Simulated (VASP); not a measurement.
# Os (Fm-3m) in VASP: single point with LDA

Aim: the single point of Os with LDA.

Everything below comes from runs of VASP 6.6.1. Logs are shortened: lines on timing, memory, paths and dates and some standing lists are left out, and cuts for length are marked.

## Step 1: The cell of the first run

Symmetry: Fm-3m, No. 225, cubic system. The conventional cell has a = 3.759 Å, b = 3.759 Å, c = 3.759 Å, α = 90.00°, β = 90.00°, γ = 90.00°. Within 3.5 Å of Os (site symmetry m-3m) lie 12 Os at 2.66 Å.

This isn't the form of Os at room conditions, which is hcp.

## Step 2: Single point, LDA (strained)

The input, INCAR:

```
SYSTEM = Os
PREC     = Accurate       ! precision mode
ENCUT    = 560            ! plane-wave cutoff, eV
EDIFF    = 1E-6           ! SCF threshold, eV
ISMEAR   = 0              ! smearing method
SIGMA    = 0.1            ! smearing width, eV
LREAL    = .FALSE.        ! projectors in reciprocal space
LASPH    = .TRUE.         ! aspherical terms in the spheres
NELM     = 120            ! most SCF steps
ALGO     = Normal         ! electronic algorithm
ISIF     = 2              ! what is computed and relaxed
LWAVE    = .FALSE.        ! write WAVECAR
LCHARG   = .FALSE.        ! write CHGCAR
NBANDS   = 14             ! bands
GGA_COMPAT= .FALSE.
```

The input, KPOINTS:

```
Automatic mesh
0
G
  18 18 18
  0 0 0
```

The input, POSCAR:

```
Os
1.0
    0.0000000000      1.8796091000      1.8796091000
    1.8796091000      0.0000000000      1.8796091000
    1.8796091000      1.8796091000      0.0000000000
Os
1
Direct
    0.0000000000      0.0000000000      0.0000000000
```

Potentials or basis: VASP PAW LDA potentials, release 64 (Os_sv_GW).

On the command line:

```console
$ cat potpaw_LDA.64/Os_sv_GW/POTCAR > POTCAR
$ mpirun -np 1 vasp_std > vasp.out
```

OUTCAR:

```text
SYSTEM = Os
   PREC = Accurate
   ENCUT = 560
   EDIFF = 1E-6
   ISMEAR = 0
   LREAL = .FALSE.
   LASPH = .TRUE.
   NELM = 120
   ISIF = 2

 ion  position               nearest neighbor table
   1  0.000  0.000  0.000-

  LATTYP: Found a face centered cubic cell.
 ALAT       =     3.7592182000

  Lattice vectors:

 A1 = (   0.0000000000,   1.8796091000,   1.8796091000)
 A2 = (   1.8796091000,   0.0000000000,   1.8796091000)
 A3 = (   1.8796091000,   1.8796091000,   0.0000000000)

Analysis of symmetry for initial positions (statically):
=====================================================================
 Subroutine PRICEL returns:
 Original cell was already a primitive cell.

 Routine SETGRP: Setting up the symmetry group for a
 face centered cubic supercell.

 Subroutine GETGRP returns: Found 48 space group operations
 (whereof 48 operations were pure point group operations)
 out of a pool of 48 trial point group operations.

The static configuration has the point symmetry O_h .

Analysis of symmetry for dynamics (positions and initial velocities):
=====================================================================
 Subroutine PRICEL returns:
 Original cell was already a primitive cell.

 Routine SETGRP: Setting up the symmetry group for a
 face centered cubic supercell.

 Subroutine GETGRP returns: Found 48 space group operations
 (whereof 48 operations were pure point group operations)
 out of a pool of 48 trial point group operations.

The dynamic configuration has the point symmetry O_h .

 Subroutine INISYM returns: Found 48 space group operations
 (whereof 48 operations are pure point group operations),
 and found     1 'primitive' translations

----------------------------------------------------------------------------------------

                                     Primitive cell

  volume of cell :      13.2811

  direct lattice vectors                    reciprocal lattice vectors
     0.000000000  1.879609100  1.879609100    -0.266012758  0.266012758  0.266012758
     1.879609100  0.000000000  1.879609100     0.266012758 -0.266012758  0.266012758
     1.879609100  1.879609100  0.000000000     0.266012758  0.266012758 -0.266012758

  length of vectors
     2.658168681  2.658168681  2.658168681     0.460747612  0.460747612  0.460747612

  position of ions in fractional coordinates (direct lattice)
     0.000000000  0.000000000  0.000000000

  ion indices of the primitive-cell ions
   primitive index   ion index
                 1           1

----------------------------------------------------------------------------------------

 KPOINTS: Automatic mesh

Automatic generation of k-mesh.
 Grid dimensions read from file:
 generate k-points for:   18   18   18

 Generating k-lattice:

  Cartesian coordinates                     Fractional coordinates (reciprocal lattice)
    -0.014778487  0.014778487  0.014778487     0.055555556  0.000000000  0.000000000
     0.014778487 -0.014778487  0.014778487     0.000000000  0.055555556  0.000000000
     0.014778487  0.014778487 -0.014778487     0.000000000  0.000000000  0.055555556

  Length of vectors
     0.025597090  0.025597090  0.025597090

  Shift w.r.t. Gamma in fractional coordinates (k-lattice)
     0.000000000  0.000000000  0.000000000

 Subroutine IBZKPT returns following result:
 ===========================================

 Found    195 irreducible k-points:

 Following reciprocal coordinates:
            Coordinates               Weight
  0.000000  0.000000  0.000000      1.000000
  0.055556  0.000000  0.000000      8.000000
  0.111111  0.000000  0.000000      8.000000
  0.166667  0.000000  0.000000      8.000000
  0.222222  0.000000  0.000000      8.000000
  0.277778  0.000000  0.000000      8.000000
[... 16 lines left out ...]
 -0.277778  0.055556  0.000000     24.000000
 -0.222222  0.055556  0.000000     24.000000
 [... further k-points ...]
   k-points           NKPTS =    195   k-points in BZ     NKDIM =    195   number of bands    NBANDS=     14
   number of dos      NEDOS =    301   number of ions     NIONS =      1
   total plane-waves  NPLWV =  13824
   dimension x,y,z NGX =    24 NGY =   24 NGZ =   24
   dimension x,y,z NGXF=    48 NGYF=   48 NGZF=   48
   ions per type =               1
   NGX,Y,Z   is equivalent  to a cutoff of  15.01, 15.01, 15.01 a.u.
   NGXF,Y,Z  is equivalent  to a cutoff of  30.02, 30.02, 30.02 a.u.
 SYSTEM =  Os
   PREC   = accura    normal or accurate (medium, high low for compatibility)
   ISTART =      0    job   : 0-new  1-cont  2-samecut
   ICHARG =      2    charge: 1-file 2-atom 10-const
   ISPIN  =      1    spin polarized calculation?
   LNONCOLLINEAR =      F non collinear calculations
   LSORBIT =      F    spin-orbit coupling
   LASPH  =      T    aspherical Exc in radial PAW
   ENCUT  =  560.0 eV  41.16 Ry    6.42 a.u.   5.13  5.13  5.13*2*pi/ulx,y,z
   NELM   =    120;   NELMIN=  2; NELMDL= -5     # of ELM steps
   EDIFF  = 0.1E-05   stopping-criterion for ELM
   LREAL  =      F    real-space projection
   EDIFFG = 0.1E-04   stopping-criterion for IOM
   NSW    =      0    number of steps for IOM
   IBRION =     -1    ionic relax: 0-MD 1-quasi-New 2-CG
   NFREE  =      0    steps in history (QN), initial steepest desc. (CG)
   ISIF   =      2    stress and relaxation
   ISYM   =      2    0-nonsym 1-usesym 2-fastsym
   POTIM  = 0.5000    time-step for ionic-motion
   TEBEG  =    0.0;   TEEND  =   0.0 temperature during run
   PSTRESS=    0.0 pullay stress
   NELECT =      16.0000    total number of electrons
   NUPDOWN=      -1.0000    fix difference up-down
   EMIN   =  10.00;   EMAX   =-10.00  energy-range for DOS
   EFERMI =   0.00;   METHOD = LEGACY
   ISMEAR =     0;   SIGMA  =   0.10  broadening in eV -4-tet -1-fermi 0-gaus
   EFERMI_NEDOS =   21; number of points for ismear=-14 and -15
   IALGO  =     38    algorithm
   IMIX   =      4    mixing-type and parameters
     AMIX     =   0.40;   BMIX     =  1.00
     AMIX_MAG =   1.60;   BMIX_MAG =  1.00
  volume/ion in A,a.u.               =      13.28        89.62
  Fermi-wavevector in a.u.,A,eV,Ry     =   1.741956  3.291820 41.285684  3.034412
  Thomas-Fermi vector in A             =   2.814314
   LORBIT       =      0    0 simple, 1 ext, 2 COOP (PROOUT), +10 PAW based schemes
   GGA     = CA    functional components
   LHFCALC =     F    Hartree Fock is set to
   AEXX    =    0.0000 exact exchange contribution
   IVDW    =     0    specifies the selected vdW correction
   LEPSILON=     F    determine dielectric tensor
   LRPA    =     F    only Hartree local field effects (RPA)
 non-spin polarized calculation
 Gauss-broadening in eV      SIGMA  =   0.10
  energy-cutoff  :      560.00
  volume of cell :       13.28
 maximum number of plane-waves:       411
 NGX is ok and might be reduce to    24
   NGX = 11   NGY = 11   NGZ = 11

 number of electron      16.0000001 magnetization

 Free energy of the ion-electron system (eV)
  ---------------------------------------------------
  ext. energy  EPLUGINS =         0.00000000
  ---------------------------------------------------
  free energy    TOTEN  =       -13.64241573 eV

  energy without entropy =      -13.63856171  energy(sigma->0) =      -13.64048872

 E-fermi :  14.3853     XC(G=0): -15.1384

 val. band max:       14.3799378513   @ k =  -0.2778   0.2222   0.0000
 cond. band min:      14.3887320031   @ k =   0.2778   0.0556   0.0000
 fundamental gap:      0.0087941517
 Fermi energy:        14.3852938594

 k-point     1 :       0.0000    0.0000    0.0000
  band No.  band energies     occupation
      1     -71.7385      2.00000
      2     -30.7363      2.00000
      3     -30.7363      2.00000
      4     -30.7363      2.00000
      5       3.2136      2.00000
      6      11.1719      2.00000
      7      11.1719      2.00000
      8      11.1719      2.00000
      9      14.5001      0.10450
     10      14.5001      0.10450
     11      27.7195      0.00000
     12      33.7370      0.00000
     13      33.7370      0.00000
     14      33.7370      0.00000

 k-point     2 :       0.0556    0.0000    0.0000
  band No.  band energies     occupation
      1     -71.7344      2.00000
      2     -30.7780      2.00000
      3     -30.7416      2.00000
      4     -30.7416      2.00000
      5       3.3699      2.00000
      6      11.0740      2.00000
      7      11.2432      2.00000
      8      11.2432      2.00000
      9      14.4435      0.41047
     10      14.4435      0.41047
     11      28.0133      0.00000
     12      33.0805      0.00000
     13      34.0160      0.00000
     14      34.0160      0.00000

 k-point     3 :       0.1111    0.0000    0.0000
  band No.  band energies     occupation
      1     -71.7227      2.00000
      2     -30.8977      2.00000
      3     -30.7571      2.00000
      4     -30.7571      2.00000
      5       3.8188      2.00000
      6      10.8262      2.00000
      7      11.4296      2.00000
      8      11.4296      2.00000
      9      14.3174      1.66276
     10      14.3174      1.66276
     11      28.8132      0.00000
     12      31.7872      0.00000
     13      34.8288      0.00000
     14      34.8288      0.00000
[... 324 lines left out ...]
 k-point    23 :      -0.2778    0.0556    0.0000
  band No.  band energies     occupation
      1     -71.6518      2.00000
      2     -31.5978      2.00000
      3     -30.8963      2.00000
      4     -30.8380      2.00000
      5       6.1727      2.00000
      6      10.7495      2.00000
      7      11.4926      2.00000
      8      11.6308      2.00000
      9      14.6604      0.00010
     10      15.8257      0.00000
     11      27.5106      0.00000
     12      31.6139      0.00000
     13      37.4396      0.00000
     14      38.5403      0.00000

 k-point    24 :      -0.2222    0.0556    0.0000
  band No.  band energies     occupation
      1     -71.6736      2.00000
      2     -31.3787      2.00000
      3     -30.8644      2.00000
      4     -30.8061      2.00000
      5       5.6276      2.00000
      6      10.3292      2.00000
      7      11.6887      2.00000
      8      11.8047      2.00000
      9      14.0568      2.00000
     10      15.1529      0.00000
     11      28.5940      0.00000
     12      31.9675      0.00000
     13      37.1374      0.00000
     14      38.7476      0.00000

 [... further k-points ...]
[... 5 lines left out ...]
  --------------------------------------------------------------------------------------
  -------------------------------------------------------------------------------------
  Total        1.4098401      1.4098401      1.4098401      0.0000000      0.0000000      0.0000000
  in kB      170.0778789    170.0778789    170.0778789      0.0000000      0.0000000      0.0000000
  external PRESSURE =     170.0778789 kB  Pullay stress =       0.0000000 kB

 VOLUME and BASIS-vectors are now :
 -----------------------------------------------------------------------------
  energy-cutoff  :      560.00
  volume of cell :       13.28
      direct lattice vectors                 reciprocal lattice vectors
     0.000000000  1.879609100  1.879609100    -0.266012758  0.266012758  0.266012758
     1.879609100  0.000000000  1.879609100     0.266012758 -0.266012758  0.266012758
     1.879609100  1.879609100  0.000000000     0.266012758  0.266012758 -0.266012758

 POSITION                                       TOTAL-FORCE (eV/Angst)
 -----------------------------------------------------------------------------------
      0.00000      0.00000      0.00000         0.000000      0.000000      0.000000
 -----------------------------------------------------------------------------------
    total drift:                                0.000000      0.000000      0.000000

  FREE ENERGIE OF THE ION-ELECTRON SYSTEM (eV)
  ---------------------------------------------------
  free  energy   TOTEN  =       -13.6424157283 eV

  energy  without entropy=      -13.6385617132  energy(sigma->0) =      -13.64048872
```

It took 19 s on 1 thread of Intel Xeon Platinum 8488C (Sapphire Rapids), shared host; peak memory 0.17 GiB.

What came out:

```yaml
Free_energy: -13.6424 eV
Pressure: 17.0 GPa
Band_gap_on_the_k_mesh: zero (bands 8 and 9 overlap by 4.22 eV)
```

Caveat: the cell differs from its parent crystal (strained); the cell stands under pressure; spin-orbit coupling is left out, which moves the levels of the heavy elements.
